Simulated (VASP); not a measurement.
# Y (Fd-3m) in VASP: notebook

The runs below take Y through single point, relaxation of cell and atoms, with PBE.

Everything below comes from runs of VASP 6.6.1. Logs are shortened: lines on timing, memory, paths and dates and some standing lists are left out, and cuts for length are marked.

### 1 The cell of the first run

Symmetry: Fd-3m, No. 227, cubic system. The conventional cell has a = 7.106 Å, b = 7.106 Å, c = 7.106 Å, α = 90.00°, β = 90.00°, γ = 90.00°. Within 4.1 Å of Y (site symmetry -43m) lie 4 Y at 3.08 Å.

This isn't the form of Y at room conditions, which is hcp.

### 2 Single point, PBE

INCAR

```
SYSTEM = Y
  PREC = Accurate
  ENCUT = 500
  EDIFF = 1E-6
  ISMEAR = -1
  SIGMA = 0.1
  LREAL = .FALSE.
  LASPH = .TRUE.
  NELM = 120
  ALGO = Normal
  ISIF = 2
  LWAVE = .FALSE.
  LCHARG = .FALSE.
  GGA = PE
  NBANDS = 18
  GGA_COMPAT = .FALSE.
```

KPOINTS

```
Automatic mesh
0
G
  6 6 6
  0 0 0
```

POSCAR

```
Y
1.0
    0.0000000000      3.5532207419      3.5532207419
    3.5532207419      0.0000000000      3.5532207419
    3.5532207419      3.5532207419      0.0000000000
Y
2
Direct
    1.0000000000      1.0000000000      1.0000000000
    0.2500000000      0.2500000000      0.2500000000
```

Potentials or basis: VASP PAW PBE potentials, release 64 (Y_sv).

Started as:

```console
$ cat potpaw_PBE.64/Y_sv/POTCAR > POTCAR
$ mpirun -np 1 vasp_std > vasp.out
```

OUTCAR:

```text
SYSTEM = Y
   PREC = Accurate
   ENCUT = 500
   EDIFF = 1E-6
   ISMEAR = -1
   LREAL = .FALSE.
   LASPH = .TRUE.
   NELM = 120
   ISIF = 2
   GGA = PE

 ion  position               nearest neighbor table
   1  0.000  0.000  0.000-   2 3.08   2 3.08   2 3.08   2 3.08
   2  0.250  0.250  0.250-   1 3.08   1 3.08   1 3.08   1 3.08

  LATTYP: Found a face centered cubic cell.
 ALAT       =     7.1064414838

  Lattice vectors:

 A1 = (   0.0000000000,   3.5532207419,   3.5532207419)
 A2 = (   3.5532207419,   0.0000000000,   3.5532207419)
 A3 = (   3.5532207419,   3.5532207419,   0.0000000000)

Analysis of symmetry for initial positions (statically):
=====================================================================
 Subroutine PRICEL returns:
 Original cell was already a primitive cell.

 Routine SETGRP: Setting up the symmetry group for a
 face centered cubic supercell.

 Subroutine GETGRP returns: Found 48 space group operations
 (whereof 24 operations were pure point group operations)
 out of a pool of 48 trial point group operations.

The static configuration has the point symmetry T_d .
 The point group associated with its full space group is O_h .

Analysis of symmetry for dynamics (positions and initial velocities):
=====================================================================
 Subroutine PRICEL returns:
 Original cell was already a primitive cell.

 Routine SETGRP: Setting up the symmetry group for a
 face centered cubic supercell.

 Subroutine GETGRP returns: Found 48 space group operations
 (whereof 24 operations were pure point group operations)
 out of a pool of 48 trial point group operations.

The dynamic configuration has the point symmetry T_d .
 The point group associated with its full space group is O_h .

 Subroutine INISYM returns: Found 48 space group operations
 (whereof 24 operations are pure point group operations),
 and found     1 'primitive' translations

----------------------------------------------------------------------------------------

                                     Primitive cell

  volume of cell :      89.7215

  direct lattice vectors                    reciprocal lattice vectors
     0.000000000  3.553220742  3.553220742    -0.140717404  0.140717404  0.140717404
     3.553220742  0.000000000  3.553220742     0.140717404 -0.140717404  0.140717404
     3.553220742  3.553220742  0.000000000     0.140717404  0.140717404 -0.140717404

  length of vectors
     5.025012963  5.025012963  5.025012963     0.243729694  0.243729694  0.243729694

[... 70 lines left out ...]
   NELM   =    120;   NELMIN=  2; NELMDL= -5     # of ELM steps
   EDIFF  = 0.1E-05   stopping-criterion for ELM
   LREAL  =      F    real-space projection
   EDIFFG = 0.1E-04   stopping-criterion for IOM
   NSW    =      0    number of steps for IOM
   IBRION =     -1    ionic relax: 0-MD 1-quasi-New 2-CG
   NFREE  =      0    steps in history (QN), initial steepest desc. (CG)
   ISIF   =      2    stress and relaxation
   ISYM   =      2    0-nonsym 1-usesym 2-fastsym
   POTIM  = 0.5000    time-step for ionic-motion
   TEBEG  =    0.0;   TEEND  =   0.0 temperature during run
   PSTRESS=    0.0 pullay stress
   NELECT =      22.0000    total number of electrons
   NUPDOWN=      -1.0000    fix difference up-down
   EMIN   =  10.00;   EMAX   =-10.00  energy-range for DOS
   EFERMI =   0.00;   METHOD = LEGACY
   ISMEAR =    -1;   SIGMA  =   0.10  broadening in eV -4-tet -1-fermi 0-gaus
   EFERMI_NEDOS =   21; number of points for ismear=-14 and -15
   IALGO  =     38    algorithm
   IMIX   =      4    mixing-type and parameters
     AMIX     =   0.40;   BMIX     =  1.00
     AMIX_MAG =   1.60;   BMIX_MAG =  1.00
  volume/ion in A,a.u.               =      44.86       302.74
  Fermi-wavevector in a.u.,A,eV,Ry     =   1.024669  1.936343 14.285386  1.049946
  Thomas-Fermi vector in A             =   2.158468
   LORBIT       =      0    0 simple, 1 ext, 2 COOP (PROOUT), +10 PAW based schemes
   GGA     = PE    functional components
   LHFCALC =     F    Hartree Fock is set to
   AEXX    =    0.0000 exact exchange contribution
   IVDW    =     0    specifies the selected vdW correction
   LEPSILON=     F    determine dielectric tensor
   LRPA    =     F    only Hartree local field effects (RPA)
 non-spin polarized calculation
  energy-cutoff  :      500.00
  volume of cell :       89.72
 maximum number of plane-waves:      2301
 NGX is ok and might be reduce to    40
   NGX = 19   NGY = 19   NGZ = 19

 number of electron      21.9999999 magnetization

 Free energy of the ion-electron system (eV)
  ---------------------------------------------------
  ext. energy  EPLUGINS =         0.00000000
  ---------------------------------------------------
  free energy    TOTEN  =        -8.98643445 eV

  energy without entropy =       -8.84824138  energy(sigma->0) =       -8.91733792

 E-fermi :   1.2474     XC(G=0):  -8.0858

 val. band max:        1.2436457617   @ k =   0.5000   0.0000   0.0000
 cond. band min:       1.2489418149   @ k =   0.0000   0.0000   0.0000
 fundamental gap:      0.0052960532
 Fermi energy:         1.2474235050

 k-point     1 :       0.0000    0.0000    0.0000
  band No.  band energies     occupation
      1     -42.0779      2.00000
      2     -41.8281      2.00000
      3     -22.2552      2.00000
      4     -22.2552      2.00000
      5     -22.2552      2.00000
      6     -21.6996      2.00000
[... 313 lines left out ...]
      5     -21.9833      2.00000
      6     -21.9833      2.00000
[... 10 lines left out ...]
     17       4.7021      0.00000
     18       4.7021      0.00000

------------------------ aborting loop because EDIFF is reached ----------------------------------------

  FORCE on cell =-STRESS in cart. coord.  units (eV):
  Direction    XX          YY          ZZ          XY          YZ          ZX
  --------------------------------------------------------------------------------------
  -------------------------------------------------------------------------------------
  Total        0.0043195      0.0043195      0.0043195     -0.0000000     -0.0000000      0.0000000
  in kB        0.0771335      0.0771335      0.0771335     -0.0000000     -0.0000000      0.0000000
  external PRESSURE =       0.0771335 kB  Pullay stress =       0.0000000 kB

 VOLUME and BASIS-vectors are now :
 -----------------------------------------------------------------------------
  energy-cutoff  :      500.00
  volume of cell :       89.72
      direct lattice vectors                 reciprocal lattice vectors
     0.000000000  3.553220742  3.553220742    -0.140717404  0.140717404  0.140717404
     3.553220742  0.000000000  3.553220742     0.140717404 -0.140717404  0.140717404
     3.553220742  3.553220742  0.000000000     0.140717404  0.140717404 -0.140717404

 POSITION                                       TOTAL-FORCE (eV/Angst)
 -----------------------------------------------------------------------------------
      0.00000      0.00000      0.00000         0.000000      0.000000     -0.000000
      1.77661      1.77661      1.77661         0.000000     -0.000000      0.000000
 -----------------------------------------------------------------------------------
    total drift:                               -0.000000      0.000000      0.000000

  FREE ENERGIE OF THE ION-ELECTRON SYSTEM (eV)
  ---------------------------------------------------
  free  energy   TOTEN  =        -8.9864344520 eV

  energy  without entropy=       -8.8482413807  energy(sigma->0) =       -8.91733792
```

OSZICAR:

```text
N       E                     dE             d eps       ncg     rms          rms(c)
DAV:   1     0.841075743582E+02    0.84108E+02   -0.10731E+04   576   0.108E+03
DAV:   2    -0.233552006677E+01   -0.86443E+02   -0.85121E+02   716   0.239E+02
DAV:   3    -0.911357604553E+01   -0.67781E+01   -0.64716E+01  1060   0.375E+01
DAV:   4    -0.932135127982E+01   -0.20778E+00   -0.20700E+00   706   0.713E+00
DAV:   5    -0.932936486562E+01   -0.80136E-02   -0.80009E-02   806   0.108E+00    0.169E+01
DAV:   6    -0.898704389966E+01    0.34232E+00   -0.75499E-01   596   0.372E+00    0.995E+00
DAV:   7    -0.899143840589E+01   -0.43945E-02   -0.75626E-01   860   0.346E+00    0.166E+00
DAV:   8    -0.898764122972E+01    0.37972E-02   -0.14155E-01   664   0.187E+00    0.441E-01
DAV:   9    -0.898673429056E+01    0.90694E-03   -0.11583E-02   628   0.520E-01    0.220E-01
DAV:  10    -0.898642777276E+01    0.30652E-03   -0.19815E-03   802   0.282E-01    0.533E-02
DAV:  11    -0.898643399359E+01   -0.62208E-05   -0.96968E-05   832   0.516E-02    0.493E-02
DAV:  12    -0.898643989340E+01   -0.58998E-05   -0.27221E-05   684   0.370E-02    0.535E-02
DAV:  13    -0.898643390600E+01    0.59874E-05   -0.13546E-05   654   0.225E-02    0.108E-02
DAV:  14    -0.898643445199E+01   -0.54599E-06   -0.17605E-06   564   0.706E-03
   1 F= -.89864345E+01 E0= -.89173379E+01  d E =-.138193E+00
```

Wall time 28 s (1 thread of Intel Xeon Platinum 8488C (Sapphire Rapids), shared host); peak memory 0.24 GiB.

What came out:

| Property | Result |
| --- | --- |
| Free energy | -8.9864 eV |
| Pressure | 0.0 GPa |
| Band gap on the k mesh | zero (bands 11 and 12 overlap by 0.51 eV) |

### 3 Relaxation of cell and atoms, PBE

This run uses another cell than the first one, of 42.88 Å³/atom.

INCAR

```
ALGO     = Normal         # electronic algorithm
EDIFF    = 1E-7           # SCF threshold, eV
EDIFFG   = -0.01          # ionic threshold
ENCUT    = 500            # plane-wave cutoff, eV
GGA      = PE             # functional
GGA_COMPAT= F            
IBRION   = 2              # ionic algorithm
ISIF     = 3              # what is computed and relaxed
ISMEAR   = -1             # smearing method
LASPH    = T              # aspherical terms in the spheres
LCHARG   = F              # write CHGCAR
LREAL    = F              # projectors in reciprocal space
LWAVE    = F              # write WAVECAR
NELM     = 120            # most SCF steps
NELMIN   = 4            
NSW      = 80             # ionic steps
PREC     = Accurate       # precision mode
SIGMA    = 0.1            # smearing width, eV
```

KPOINTS

```
k-points
0
Gamma
  6 6 6
```

POSCAR

```
Y
1.0
    0.0000000000      3.5000000000      3.5000000000
    3.5000000000      0.0000000000      3.5000000000
    3.5000000000      3.5000000000      0.0000000000
Y
2
Direct
    1.0000000000      1.0000000000      1.0000000000
    0.2500000000      0.2500000000      0.2500000000
```

Potentials or basis: VASP PAW PBE potentials, release 64 (Y_sv).

Started as:

```console
$ cat potpaw_PBE.64/Y_sv/POTCAR > POTCAR
$ mpirun -np 1 vasp_std > vasp.out
```

Wall time 54 s (1 thread of Intel Xeon Platinum 8488C (Sapphire Rapids), shared host); peak memory 0.21 GiB.

Results (log left out):

```
Free energy                           : -8.9862 eV
Relaxed volume                        : 44.71 Å³/atom
Relaxed cell                          : a = 5.019 Å, b = 5.019 Å, c = 5.019 Å, α = 60.00°, β = 60.00°, γ = 60.00°
Space group after relaxing (to 0.1 Å) : Fd-3m (No. 227)
Energy gained by relaxing             : 2.8 meV/atom
Ionic steps                           : 3
Pressure after relaxing               : 0.0 GPa
Band gap on the k mesh                : zero (bands 11 and 12 overlap by 0.51 eV)
```

The path:
| step | energy change (eV) | largest force (eV/Å) | pressure (GPa) | volume (Å³) |
| --- | --- | --- | --- | --- |
| 1 | 0.0000 | 0.0000 | 0.46 | 85.75 |
| 2 | -0.0035 | 0.0000 | 0.27 | 87.28 |
| 3 | -0.0055 | 0.0000 | 0.03 | 89.42 |

Final structure:
```
Y
1.0
     0.00000    3.54921    3.54921
     3.54921    0.00000    3.54921
     3.54921    3.54921    0.00000
Y
2
Direct
  0.00000 0.00000 0.00000
  0.25000 0.25000 0.25000
```

Levels at points of the mesh, in eV from the Fermi level:
| k point | band 8 | band 9 | band 10 | band 11 | band 12 | band 13 | band 14 | band 15 |
| --- | --- | --- | --- | --- | --- | --- | --- | --- |
| (0.00, 0.00, 0.00) | -22.94 | -3.62 | 0.00 | 0.00 | 0.45 | 0.45 | 0.45 | 1.96 |
| (0.50, 0.00, 0.00) | -22.87 | -1.75 | -0.61 | -0.01 | -0.01 | 0.50 | 0.50 | 0.52 |
| (0.50, 0.50, 0.00) | -22.81 | -0.91 | -0.91 | -0.22 | -0.22 | 0.61 | 0.61 | 1.99 |

### 4 Relaxation of cell and atoms, PBE, target pressure 5 GPa, at which the enthalpy is minimised

This run uses another cell than the first one, of 42.88 Å³/atom.

INCAR

```
ALGO = Normal ; EDIFF = 1E-7
EDIFFG = -0.01 ; ENCUT = 500
GGA = PE ; GGA_COMPAT = F
IBRION = 2 ; ISIF = 3
ISMEAR = -1 ; LASPH = T
LCHARG = F ; LREAL = F
LWAVE = F ; NELM = 120
NELMIN = 4 ; NSW = 80
PREC = Accurate ; PSTRESS = 50.0
SIGMA = 0.1
```

KPOINTS is that of step 3.

POSCAR is that of step 3.

Started as:

```console
$ cat potpaw_PBE.64/Y_sv/POTCAR > POTCAR
$ mpirun -np 1 vasp_std > vasp.out
```

Run time: 82 s. Hardware: 1 thread of Intel Xeon Platinum 8488C (Sapphire Rapids), shared host; peak memory 0.22 GiB.

It converged, with:

```
Free energy                                                : -8.6373 eV
Relaxed volume                                             : 31.98 Å³/atom
Relaxed cell                                               : a = 4.489 Å, b = 4.489 Å, c = 4.489 Å, α = 60.00°, β = 60.00°, γ = 60.00°
Space group after relaxing (to 0.1 Å)                      : Fd-3m (No. 227)
Energy change on relaxing (the run minimises the enthalpy) : +171.7 meV/atom
Ionic steps                                                : 5
Pressure after relaxing                                    : 5.0 GPa
Band gap on the k mesh                                     : zero (bands 11 and 12 overlap by 1.01 eV)
```

The path:
```
step  energy change (eV)  largest force (eV/Å)  pressure (GPa)  volume (Å³)
   1              0.0000                0.0000            0.46        85.75
   2              0.1397                0.0000            3.37        71.54
   3              0.2211                0.0000            4.30        68.16
   4              0.4158                0.0000            5.43        61.73
   5              0.3433                0.0000            4.98        63.97
```

Final structure:
```
Y
1.0
     0.00000    3.17430    3.17430
     3.17430    0.00000    3.17430
     3.17430    3.17430    0.00000
Y
2
Direct
  0.00000 0.00000 0.00000
  0.25000 0.25000 0.25000
```

Levels at points of the mesh, in eV from the Fermi level:
```
           k point  band 8  band 9  band 10  band 11  band 12  band 13  band 14  band 15
(0.00, 0.00, 0.00)  -22.33   -3.94    -0.47    -0.47     0.68     0.68     0.68     2.71
(0.50, 0.00, 0.00)  -22.15   -1.34    -1.06    -0.42    -0.42     0.50     0.50     1.40
(0.50, 0.50, 0.00)  -21.96   -1.68    -1.68     0.58     0.58     0.95     0.95     2.26
```

Caveat: the cell is relaxed towards a set pressure, so the run minimises the enthalpy, not the energy; the volume moved by over 15 % at a fixed basis, so the end points are rough.

### 5 Relaxation of cell and atoms, PBE, target pressure 10 GPa, at which the enthalpy is minimised

This run uses another cell than the first one, of 42.88 Å³/atom.

INCAR

```
  ALGO = Normal
  EDIFF = 1E-7
  EDIFFG = -0.01
  ENCUT = 500
  GGA = PE
  GGA_COMPAT = F
  IBRION = 2
  ISIF = 3
  ISMEAR = -1
  LASPH = T
  LCHARG = F
  LREAL = F
  LWAVE = F
  NELM = 120
  NELMIN = 4
  NSW = 80
  PREC = Accurate
  PSTRESS = 100.0
  SIGMA = 0.1
```

KPOINTS is that of step 4.

POSCAR is that of step 4.

Started as:

```console
$ cat potpaw_PBE.64/Y_sv/POTCAR > POTCAR
$ mpirun -np 1 vasp_std > vasp.out
```

Run time: 86 s. Hardware: 1 thread of Intel Xeon Platinum 8488C (Sapphire Rapids), shared host; peak memory 0.23 GiB.

It converged, with:

```
Free energy                                                : -8.2116 eV
Relaxed volume                                             : 27.02 Å³/atom
Relaxed cell                                               : a = 4.243 Å, b = 4.243 Å, c = 4.243 Å, α = 60.00°, β = 60.00°, γ = 60.00°
Space group after relaxing (to 0.1 Å)                      : Fd-3m (No. 227)
Energy change on relaxing (the run minimises the enthalpy) : +384.5 meV/atom
Ionic steps                                                : 7
Pressure after relaxing                                    : 9.9 GPa
Band gap on the k mesh                                     : zero (bands 11 and 12 overlap by 1.34 eV)
```

Step by step:
```csv
step,energy change (eV),largest force (eV/Å),pressure (GPa),volume (Å³)
1,0.0000,0.0000,0.46,85.75
2,0.5680,0.0000,7.24,57.81
3,0.8270,0.0000,10.74,53.13
4,0.7690,0.0000,9.94,54.03
5,0.7690,0.0000,9.94,54.03
6,0.7690,0.0000,9.94,54.03
7,0.7690,0.0000,9.94,54.03
```

Final structure:
```
Y
1.0
     0.00000    3.00058    3.00058
     3.00058    0.00000    3.00058
     3.00058    3.00058    0.00000
Y
2
Direct
  0.00000 0.00000 0.00000
  0.25000 0.25000 0.25000
```

Levels at points of the mesh, in eV from the Fermi level:
```csv
k point,band 7,band 8,band 9,band 10,band 11,band 12,band 13,band 14,band 15
"(0.00, 0.00, 0.00)",-22.05,-22.05,-4.10,-0.83,-0.83,0.80,0.80,0.80,3.25
"(0.50, 0.00, 0.00)",-21.76,-21.76,-1.42,-1.10,-0.73,-0.73,0.41,0.41,2.06
"(0.50, 0.50, 0.00)",-21.46,-21.46,-2.20,-2.20,0.47,0.47,1.82,1.82,2.35
```

Caveat: the cell is relaxed towards a set pressure, so the run minimises the enthalpy, not the energy; the volume moved by over 15 % at a fixed basis, so the end points are rough.

(Continued in part 2 of 2.)
